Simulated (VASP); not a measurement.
# HfB2 (P6/mmm) in VASP: further runs

HfB2 is run at these levels: LDA; tasks: single point.

Program: VASP 6.6.1. These are calculated values, not measurements. Logs are shortened: lines on timing, memory, paths and dates and some standing lists are left out, and cuts for length are marked.

## Step 1: The cell of the first run

It takes space group P6/mmm (No. 191, hexagonal). The conventional cell has a = 3.133 Å, b = 3.133 Å, c = 3.479 Å, α = 90.00°, β = 90.00°, γ = 120.00°. Hf (site symmetry 6/mmm) has 12 B at 2.51 Å and 6 Hf at 3.13 Å within 3.3 Å. Within 2.4 Å of B (site symmetry -6m2) lie 3 B at 1.81 Å.

## Step 2: Single point, LDA

Contents of INCAR:

```
ALGO     = Normal         # electronic algorithm
EDIFF    = 1E-6           # SCF threshold, eV
ENCUT    = 500            # plane-wave cutoff, eV
GGA      = CA             # functional
GGA_COMPAT= False        
ISIF     = 2              # what is computed and relaxed
ISMEAR   = 0              # smearing method
LASPH    = True           # aspherical terms in the spheres
LCHARG   = False          # write CHGCAR
LREAL    = False          # projectors in reciprocal space
LWAVE    = False          # write WAVECAR
NBANDS   = 15             # bands
NELM     = 120            # most SCF steps
PREC     = Accurate       # precision mode
SIGMA    = 0.1            # smearing width, eV
```

Contents of KPOINTS:

```
k-points
0
Gamma
  6 6 6
```

Contents of POSCAR:

```
HfB2
1.0
    3.1326790800      0.0000000000      0.0000000000
   -1.5663395400      2.7129796700      0.0000000000
    0.0000000000      0.0000000000      3.4792139900
Hf B
1 2
Direct
    0.0000000000      0.0000000000      0.0000000000
    0.3333333300      0.6666666700      0.5000000000
    0.6666666700      0.3333333300      0.5000000000
```

Potentials or basis: VASP PAW LDA potentials, release 64 (Hf_pv, B).

Started as:

```console
$ cat potpaw_LDA.64/Hf_pv/POTCAR potpaw_LDA.64/B/POTCAR > POTCAR
$ mpirun -np 1 vasp_std > vasp.out
```

OUTCAR:

```text
EDIFF = 1E-6
   ENCUT = 500
   GGA = CA
   ISIF = 2
   ISMEAR = 0
   LASPH = True
   LREAL = False
   NELM = 120
   PREC = Accurate

 ion  position               nearest neighbor table
   1  0.000  0.000  0.000-   2 2.51   3 2.51   2 2.51   3 2.51   3 2.51   3 2.51   2 2.51   2 2.51
                             3 2.51   3 2.51   2 2.51   2 2.51
   2  0.333  0.667  0.500-   3 1.81   3 1.81   3 1.81   1 2.51   1 2.51   1 2.51   1 2.51   1 2.51
                             1 2.51
   3  0.667  0.333  0.500-   2 1.81   2 1.81   2 1.81   1 2.51   1 2.51   1 2.51   1 2.51   1 2.51
                             1 2.51

  LATTYP: Found a hexagonal cell.
 ALAT       =     3.1326790800
 C/A-ratio  =     1.1106193457

  Lattice vectors:

 A1 = (   3.1326790800,   0.0000000000,   0.0000000000)
 A2 = (  -1.5663395400,   2.7129796700,   0.0000000000)
 A3 = (   0.0000000000,   0.0000000000,   3.4792139900)

Analysis of symmetry for initial positions (statically):
=====================================================================
 Subroutine PRICEL returns:
 Original cell was already a primitive cell.

 Routine SETGRP: Setting up the symmetry group for a
 hexagonal supercell.

 Subroutine GETGRP returns: Found 24 space group operations
 (whereof 24 operations were pure point group operations)
 out of a pool of 24 trial point group operations.

The static configuration has the point symmetry D_6h.

Analysis of symmetry for dynamics (positions and initial velocities):
=====================================================================
 Subroutine PRICEL returns:
 Original cell was already a primitive cell.

 Routine SETGRP: Setting up the symmetry group for a
 hexagonal supercell.

 Subroutine GETGRP returns: Found 24 space group operations
 (whereof 24 operations were pure point group operations)
 out of a pool of 24 trial point group operations.

The dynamic configuration has the point symmetry D_6h.

 Subroutine INISYM returns: Found 24 space group operations
 (whereof 24 operations are pure point group operations),
 and found     1 'primitive' translations

----------------------------------------------------------------------------------------

                                     Primitive cell

  volume of cell :      29.5695

  direct lattice vectors                    reciprocal lattice vectors
     3.132679080  0.000000000  0.000000000     0.319215590  0.184299206  0.000000000
    -1.566339540  2.712979670  0.000000000     0.000000000  0.368598413  0.000000000
     0.000000000  0.000000000  3.479213990     0.000000000  0.000000000  0.287421240

  length of vectors
     3.132679080  3.132679084  3.479213990     0.368598413  0.368598413  0.287421240

  position of ions in fractional coordinates (direct lattice)
     0.000000000  0.000000000  0.000000000
     0.333333330  0.666666670  0.500000000
     0.666666670  0.333333330  0.500000000

  ion indices of the primitive-cell ions
   primitive index   ion index
                 1           1
                 2           2
                 3           3

----------------------------------------------------------------------------------------

 KPOINTS: k-points

Automatic generation of k-mesh.
 Grid dimensions read from file:
 generate k-points for:    6    6    6

 Generating k-lattice:

  Cartesian coordinates                     Fractional coordinates (reciprocal lattice)
     0.053202598  0.030716534  0.000000000     0.166666667  0.000000000  0.000000000
     0.000000000  0.061433069  0.000000000     0.000000000  0.166666667  0.000000000
     0.000000000  0.000000000  0.047903540     0.000000000  0.000000000  0.166666667

  Length of vectors
     0.061433069  0.061433069  0.047903540

  Shift w.r.t. Gamma in fractional coordinates (k-lattice)
     0.000000000  0.000000000  0.000000000

 Subroutine IBZKPT returns following result:
 ===========================================

 Found     28 irreducible k-points:

 Following reciprocal coordinates:
            Coordinates               Weight
  0.000000  0.000000  0.000000      1.000000
  0.166667 -0.000000  0.000000      6.000000
  0.333333 -0.000000  0.000000      6.000000
  0.500000 -0.000000  0.000000      3.000000
  0.166667  0.166667  0.000000      6.000000
  0.333333  0.166667  0.000000     12.000000
[... 16 lines left out ...]
  0.166667 -0.000000  0.500000      6.000000
  0.333333 -0.000000  0.500000      6.000000
 [... further k-points ...]
   k-points           NKPTS =     28   k-points in BZ     NKDIM =     28   number of bands    NBANDS=     15
   number of dos      NEDOS =    301   number of ions     NIONS =      3
   total plane-waves  NPLWV =  16128
   dimension x,y,z NGX =    24 NGY =   24 NGZ =   28
   dimension x,y,z NGXF=    48 NGYF=   48 NGZF=   56
   ions per type =               1   2
   NGX,Y,Z   is equivalent  to a cutoff of  12.74, 12.74, 13.38 a.u.
   NGXF,Y,Z  is equivalent  to a cutoff of  25.47, 25.47, 26.76 a.u.
 SYSTEM =  unknown system
   PREC   = accura    normal or accurate (medium, high low for compatibility)
   ISTART =      0    job   : 0-new  1-cont  2-samecut
   ICHARG =      2    charge: 1-file 2-atom 10-const
   ISPIN  =      1    spin polarized calculation?
   LNONCOLLINEAR =      F non collinear calculations
   LSORBIT =      F    spin-orbit coupling
   LASPH  =      T    aspherical Exc in radial PAW
   ENCUT  =  500.0 eV  36.75 Ry    6.06 a.u.   5.71  5.71  6.34*2*pi/ulx,y,z
   NELM   =    120;   NELMIN=  2; NELMDL= -5     # of ELM steps
   EDIFF  = 0.1E-05   stopping-criterion for ELM
   LREAL  =      F    real-space projection
   EDIFFG = 0.1E-04   stopping-criterion for IOM
   NSW    =      0    number of steps for IOM
   IBRION =     -1    ionic relax: 0-MD 1-quasi-New 2-CG
   NFREE  =      0    steps in history (QN), initial steepest desc. (CG)
   ISIF   =      2    stress and relaxation
   ISYM   =      2    0-nonsym 1-usesym 2-fastsym
   POTIM  = 0.5000    time-step for ionic-motion
   TEBEG  =    0.0;   TEEND  =   0.0 temperature during run
   PSTRESS=    0.0 pullay stress
   NELECT =      16.0000    total number of electrons
   NUPDOWN=      -1.0000    fix difference up-down
   EMIN   =  10.00;   EMAX   =-10.00  energy-range for DOS
   EFERMI =   0.00;   METHOD = LEGACY
   ISMEAR =     0;   SIGMA  =   0.10  broadening in eV -4-tet -1-fermi 0-gaus
   EFERMI_NEDOS =   21; number of points for ismear=-14 and -15
   IALGO  =     38    algorithm
   IMIX   =      4    mixing-type and parameters
     AMIX     =   0.40;   BMIX     =  1.00
     AMIX_MAG =   1.60;   BMIX_MAG =  1.00
  volume/ion in A,a.u.               =       9.86        66.51
  Fermi-wavevector in a.u.,A,eV,Ry     =   1.334034  2.520959 24.213571  1.779647
  Thomas-Fermi vector in A             =   2.462847
   LORBIT       =      0    0 simple, 1 ext, 2 COOP (PROOUT), +10 PAW based schemes
   GGA     = CA    functional components
   LHFCALC =     F    Hartree Fock is set to
   AEXX    =    0.0000 exact exchange contribution
   IVDW    =     0    specifies the selected vdW correction
   LEPSILON=     F    determine dielectric tensor
   LRPA    =     F    only Hartree local field effects (RPA)
 non-spin polarized calculation
 Gauss-broadening in eV      SIGMA  =   0.10
  energy-cutoff  :      500.00
  volume of cell :       29.57
 maximum number of plane-waves:       763
 NGX is ok and might be reduce to    24
   NGX = 11   NGY = 11   NGZ = 13

 number of electron      15.9999998 magnetization

 Free energy of the ion-electron system (eV)
  ---------------------------------------------------
  ext. energy  EPLUGINS =         0.00000000
  ---------------------------------------------------
  free energy    TOTEN  =       -28.87195786 eV

  energy without entropy =      -28.86662752  energy(sigma->0) =      -28.86929269

 E-fermi :   7.2781     XC(G=0): -12.7449

 val. band max:        7.1948825607   @ k =   0.1667   0.1667   0.1667
 cond. band min:       7.3138035257   @ k =   0.1667   0.1667   0.1667
 fundamental gap:      0.1189209650
 Fermi energy:         7.2780570535

 k-point     1 :       0.0000    0.0000    0.0000
  band No.  band energies     occupation
      1     -22.7939      2.00000
      2     -22.2425      2.00000
      3     -22.2425      2.00000
      4      -5.9047      2.00000
      5       4.6722      2.00000
      6       4.8147      2.00000
      7       4.8147      2.00000
      8       4.9819      2.00000
      9      11.6539      0.00000
     10      11.6539      0.00000
     11      12.3063      0.00000
     12      12.3063      0.00000
     13      12.7545      0.00000
     14      12.7545      0.00000
     15      12.9350      0.00000

 k-point     2 :       0.1667   -0.0000    0.0000
  band No.  band energies     occupation
      1     -22.7595      2.00000
      2     -22.4517      2.00000
      3     -22.2892      2.00000
      4      -5.3186      2.00000
      5       3.4184      2.00000
      6       4.5100      2.00000
      7       4.7651      2.00000
      8       5.1883      2.00000
      9      10.1617      0.00000
     10      11.2818      0.00000
     11      11.3636      0.00000
     12      12.0249      0.00000
     13      13.6968      0.00000
     14      14.6520      0.00000
     15      15.0328      0.00000

 k-point     3 :       0.3333   -0.0000    0.0000
  band No.  band energies     occupation
      1     -22.8472      2.00000
      2     -22.6899      2.00000
      3     -22.3813      2.00000
      4      -3.7781      2.00000
      5       0.9446      2.00000
      6       3.8160      2.00000
      7       4.4888      2.00000
      8       5.2567      2.00000
      9      10.5559      0.00000
     10      10.6323      0.00000
     11      10.6451      0.00000
     12      12.2849      0.00000
     13      13.8317      0.00000
     14      16.6831      0.00000
     15      18.1390      0.00000

 k-point     4 :       0.5000   -0.0000    0.0000
  band No.  band energies     occupation
      1     -23.0349      2.00000
      2     -22.6547      2.00000
      3     -22.4267      2.00000
      4      -1.9979      2.00000
      5      -1.1538      2.00000
      6       3.5454      2.00000
      7       4.3043      2.00000
      8       4.8189      2.00000
      9       9.8459      0.00000
     10      10.3660      0.00000
     11      13.2857      0.00000
     12      13.4106      0.00000
     13      14.1473      0.00000
     14      15.1419      0.00000
     15      18.7831      0.00000
[... 307 lines left out ...]
 k-point    22 :       0.0000    0.0000    0.5000
  band No.  band energies     occupation
      1     -23.0762      2.00000
      2     -22.2213      2.00000
      3     -22.2213      2.00000
      4      -3.4403      2.00000
      5      -0.6105      2.00000
      6       6.5267      2.00000
      7       6.5267      2.00000
      8       7.9986      0.00000
      9       7.9986      0.00000
     10       8.6673      0.00000
     11       8.6673      0.00000
     12       9.8168      0.00000
     13      12.8328      0.00000
     14      15.2810      0.00000
     15      18.9856      0.00000

 k-point    23 :       0.1667   -0.0000    0.5000
  band No.  band energies     occupation
      1     -23.0316      2.00000
      2     -22.4234      2.00000
      3     -22.2659      2.00000
      4      -3.3057      2.00000
      5       0.2441      2.00000
      6       4.0749      2.00000
      7       4.7195      2.00000
      8       6.9597      1.99999
      9       9.5168      0.00000
     10       9.7520      0.00000
     11      10.2814      0.00000
     12      10.5077      0.00000
     13      15.1075      0.00000
     14      16.2099      0.00000
     15      18.6443      0.00000

 k-point    24 :       0.3333   -0.0000    0.5000
  band No.  band energies     occupation
      1     -22.9409      2.00000
      2     -22.8070      2.00000
      3     -22.3537      2.00000
      4      -2.8941      2.00000
      5       1.4881      2.00000
      6       2.1367      2.00000
      7       3.2421      2.00000
      8       5.3192      2.00000
      9      11.1261      0.00000
     10      11.3497      0.00000
     11      11.8336      0.00000
     12      13.5992      0.00000
     13      15.9312      0.00000
     14      16.5798      0.00000
     15      18.7590      0.00000

 [... further k-points ...]
[... 5 lines left out ...]
  --------------------------------------------------------------------------------------
  -------------------------------------------------------------------------------------
  Total       -1.3137178     -1.3137178     -1.9470207      0.0000000      0.0000000      0.0000000
  in kB      -71.1818190    -71.1818192   -105.4963789      0.0000000      0.0000000      0.0000000
  external PRESSURE =     -82.6200057 kB  Pullay stress =       0.0000000 kB

 VOLUME and BASIS-vectors are now :
 -----------------------------------------------------------------------------
  energy-cutoff  :      500.00
  volume of cell :       29.57
      direct lattice vectors                 reciprocal lattice vectors
     3.132679080  0.000000000  0.000000000     0.319215590  0.184299206  0.000000000
    -1.566339540  2.712979670  0.000000000     0.000000000  0.368598413  0.000000000
     0.000000000  0.000000000  3.479213990     0.000000000  0.000000000  0.287421240

 POSITION                                       TOTAL-FORCE (eV/Angst)
 -----------------------------------------------------------------------------------
      0.00000      0.00000      0.00000        -0.000000      0.000000      0.000000
     -0.00000      1.80865      1.73961         0.000000      0.000000      0.000000
      1.56634      0.90433      1.73961        -0.000000      0.000000     -0.000000
 -----------------------------------------------------------------------------------
    total drift:                                0.000000     -0.000000     -0.000000

  FREE ENERGIE OF THE ION-ELECTRON SYSTEM (eV)
  ---------------------------------------------------
  free  energy   TOTEN  =       -28.8719578567 eV

  energy  without entropy=      -28.8666275241  energy(sigma->0) =      -28.86929269
```

Run time: 13 s. Hardware: 1 thread of Intel Xeon 8259CL, shared host; peak memory 0.13 GiB.

Results:

```
Free energy            : -28.8720 eV
Pressure               : -8.3 GPa
Band gap on the k mesh : zero (bands 8 and 9 overlap by 1.16 eV)
```

Caveat: the k points lie up to 0.39 Å⁻¹ apart, too coarse for converged energies and pressures of a metal; spin-orbit coupling is left out, which moves the levels of the heavy elements.

## Step 3: Single point, LDA

This run uses another cell than the first one, of 9.51 Å³/atom.

Contents of INCAR:

```
SYSTEM = HfB2
  PREC = Accurate
  ENCUT = 500
  EDIFF = 1E-6
  ISMEAR = 0
  SIGMA = 0.1
  LREAL = .False.
  LASPH = .True.
  NELM = 120
  ALGO = Normal
  ISIF = 2
  LWAVE = .False.
  LCHARG = .False.
  NBANDS = 15
  GGA_COMPAT = .False.
```

Contents of KPOINTS:

```
regular mesh
0
Gamma
  9 9 6
  0 0 0
```

Contents of POSCAR:

```
HfB2
1.0
    3.1053837976      0.0000000000      0.0000000000
   -1.5526918988      2.6893412573      0.0000000000
    0.0000000000      0.0000000000      3.4179528884
Hf B
1 2
Direct
    0.0000000000      0.0000000000      0.0000000000
    0.3333333333      0.6666666667      0.5000000000
    0.6666666667      0.3333333333      0.5000000000
```

Potentials or basis: VASP PAW LDA potentials, release 64 (Hf_pv, B).

Started as:

```console
$ cat potpaw_LDA.64/Hf_pv/POTCAR potpaw_LDA.64/B/POTCAR > POTCAR
$ mpirun -np 1 vasp_std > vasp.out
```

Run time: 26 s. Hardware: 1 thread of Intel Xeon 8259CL, shared host; peak memory 0.14 GiB.

The run converged. Its results:

- Free energy: -28.9447 eV
- Pressure: 0.7 GPa
- Band gap on the k mesh: zero (bands 8 and 9 overlap by 0.74 eV)

Stress tensor (GPa, compression positive):
```
0.42 0.00 0.00
0.00 0.42 0.00
0.00 0.00 1.11
```

Levels at points of the mesh, in eV from the Fermi level:
| k point | band 5 | band 6 | band 7 | band 8 | band 9 | band 10 | band 11 | band 12 |
| --- | --- | --- | --- | --- | --- | --- | --- | --- |
| (0.00, 0.00, 0.00) | -3.12 | -3.07 | -3.07 | -2.66 | 4.09 | 4.09 | 4.83 | 4.83 |
| (0.00, 0.00, 0.50) | -8.48 | -1.26 | -1.26 | 0.18 | 0.18 | 0.94 | 0.94 | 2.35 |

Caveat: spin-orbit coupling is left out, which moves the levels of the heavy elements.

[end of part 1 of 2]
